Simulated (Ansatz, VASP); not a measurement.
## Two plane-wave programs on SnSe

```
Sn Se
1.0
     0.00000    3.01000    3.08525
     3.01000    0.00000    3.08525
     3.01000    3.01000    0.00000
Sn Se
1 1
Cartesian
  0.0000 0.0000 0.0000
  3.0100 3.0100 3.0852
```

Change from the starting cell: strain +0.000 along x and y, +0.025 along z, atoms carried along.

Alike in both runs: task single point; functional LDA; k mesh 8 × 8 × 8; occupations gaussian, width 0.05 eV; no spin polarisation.

```csv
,VASP,Ansatz
version,VASP 6.6.1,Ansatz 0.2.0
potentials or method,"VASP PAW LDA potentials, release 64 (Sn_d, Se), cutoff 520 eV","scalar-relativistic, plane waves, PAW"
valence electrons in the cell,20,30
```

|  | VASP | Ansatz | Ansatz less VASP |
| --- | --- | --- | --- |
| gap on the k mesh at the Fermi level (eV) | 0.54 | 0.52 | -0.018 |
| least direct gap on the mesh (eV) | 0.54 | 0.52 | -0.018 |
| pressure (GPa) | -4.3 | -4.3 | -0.08 |
| traceless stress, the component that is largest in VASP (GPa) | -1.52 | -1.50 | +0.017 |

LDA's correlation is that of Perdew and Zunger in VASP and of Perdew and Wang (1992) in Ansatz. VASP's potentials hold 20 valence electrons a cell and Ansatz's 30, so a difference there can come from the potentials and not from the codes.
